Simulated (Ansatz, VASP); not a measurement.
# SrCl2: VASP beside Ansatz

POSCAR

```
SrCl2
1.0
    0.0000000000      3.4976509443      3.4976509443
    3.4976509443      0.0000000000      3.4976509443
    3.4976509443      3.4976509443      0.0000000000
Sr Cl
1 2
Direct
    0.0000000000      0.0000000000      0.0000000000
    0.2500000000      0.2500000000      0.2500000000
    0.7500000000      0.7500000000      0.7500000000
```

The input INCAR.step1:

```
SYSTEM = SrCl2
PREC = Accurate
ENCUT = 520
EDIFF = 1E-5
ISMEAR = 1
SIGMA = 0.05
LREAL = .False.
LASPH = .True.
NELM = 100
ALGO = Normal
ISIF = 2
LWAVE = .True.
GGA = PE
NBANDS = 19
```

Contents of INCAR.step2:

```
SYSTEM = SrCl2
PREC = Accurate
ENCUT = 520
EDIFF = 1E-6
ISMEAR = 1
SIGMA = 0.05
LREAL = .False.
LASPH = .True.
NELM = 100
ALGO = Normal
ISIF = 2
LWAVE = .False.
LCHARG = .True.
GGA = PE
LHFCALC = .True.
HFSCREEN = 0.2079
PRECFOCK = Normal
LELF = .True.
LVHAR = .True.
ISTART = 1
NBANDS = 19
```

File KPOINTS:

```
Automatic mesh
0
Gamma
  4 4 4
  0 0 0
```

Input for Ansatz:

```yaml
crystal:
  lattice:
    - [0.0, 3.4976509443, 3.4976509443]
    - [3.4976509443, 0.0, 3.4976509443]
    - [3.4976509443, 3.4976509443, 0.0]
  atoms:
    - { symbol: Sr, position: [0.0, 0.0, 0.0] }
    - { symbol: Cl, position: [0.25, 0.25, 0.25] }
    - { symbol: Cl, position: [0.75, 0.75, 0.75] }
kpoints:
  mp_grid: { grid: [4, 4, 4] }
hamiltonian:
  xc: hse06
scf:
  occupations: { method: methfessel_paxton, width: 0.05 }
  n_extra_bands: 4
output:
  forces: true
  stress: true
  eigenvalues: true
```

Alike in both runs: task single point; functional HSE06; k mesh 4 × 4 × 4; occupations methfessel-paxton of order 1, width 0.05 eV; no spin polarisation.

|  | VASP | Ansatz |
| --- | --- | --- |
| version | VASP 6.6.1 | Ansatz 0.2.0 |
| potentials or method | VASP PAW PBE potentials, release 64 (Sr_sv, Cl) | plane waves |
| plane-wave cutoff (eV) | 520 | 420 |
| valence electrons in the cell | 24 | 24 |

Ansatz gave:

* gap on the k mesh at the Fermi level (eV): 6.59
* pressure (GPa): 0.2

Task: Estimate VASP's values.

Result: gap on the k mesh at the Fermi level (eV): 6.58; pressure (GPa): 0.3.

With one functional, cell and mesh, what is left measures potentials, basis and numerics. Ansatz's warnings: stress exchange threshold loose, stress scf threshold loose.
